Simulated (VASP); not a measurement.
MgO:

```
Mg O
1.0
     2.65982    0.00000    0.00000
     0.00000    2.65982    0.00000
     0.00000    0.00000    2.65982
Mg O
1 1
Direct
  0.00000 0.00000 0.00000
  0.50000 0.50000 0.50000
```

* Program: VASP 6.6.1
* Task: relaxation of cell and atoms
* Functional: r2SCAN
* Potentials or basis: VASP PAW PBE potentials, release 64 (Mg_sv, O)
* Cutoff: 920 eV
* k mesh: 8 × 8 × 8
* Occupations: fermi-dirac, width 0.02 eV
* Spin: no spin polarisation

At the start: pressure -5.7 GPa; volume 9.41 Å³/atom.

Q: How do energy, volume and symmetry change on relaxing?

A: Over 3 steps the energy falls by 6.2 meV/atom and the volume is 9.07 Å³/atom (-3.6 %); space group Pm-3m (No. 221, to 0.1 Å) before and after.

Step by step:
```tsv
step	energy change (eV)	largest force (eV/Å)	pressure (GPa)	volume (Å³)
1	0.0000	0.0000	-5.71	18.82
2	-0.0111	0.0000	1.91	17.92
3	-0.0125	0.0000	-0.03	18.13
```

Final structure:
```
CELL_PARAMETERS angstrom
2.62719 0.00000 0.00000
0.00000 2.62719 0.00000
0.00000 0.00000 2.62719
ATOMIC_POSITIONS crystal
Mg 0.00000 0.00000 0.00000
O 0.50000 0.50000 0.50000
```

Caveat: the structure was generated, so it needn't be the stable form of MgO; the PAW data sets were made with another functional, which shifts forces and pressure a little.
